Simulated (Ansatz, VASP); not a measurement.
## TaN: VASP beside Ansatz

```
Ta N
1.0
     0.00000    2.17900    2.17900
     2.17900    0.00000    2.17900
     2.17900    2.17900    0.00000
Ta N
1 1
Direct
  0.50000 0.50000 0.50000
  0.00000 0.00000 0.00000
```

Alike in both runs: task single point; functional PBE; k mesh 7 × 7 × 7; occupations gaussian, width 0.05 eV; collinear spin; Hubbard terms Ta d U = 1.0 eV.

|  | VASP | Ansatz |
| --- | --- | --- |
| version | VASP 6.6.1 | Ansatz 0.2.0 |
| potentials or method | VASP PAW PBE potentials, release 64 (Ta_pv, N), cutoff 520 eV | scalar-relativistic, plane waves, PAW |
| valence electrons in the cell | 16 | 18 |

```csv
,VASP,Ansatz,Ansatz less VASP
gap on the k mesh at the Fermi level (eV),none,none,-
pressure (GPa),18.4,15.2,-3.24
net moment per atom (μB),0.00,0.00,0.000
```

The programs project onto different local orbitals, so the same U acts differently, and such runs can settle in different states. A gap of «none» marks a metal or a gap that the smearing closes. VASP's potentials hold 16 valence electrons a cell and Ansatz's 18, so a difference there can come from the potentials and not from the codes. Ansatz's warnings: filled band counts differ across k points, seeded moment not kept, specified occupation not kept, symmetry narrowed by occupation matrices.

Neither program's run includes spin-orbit coupling.
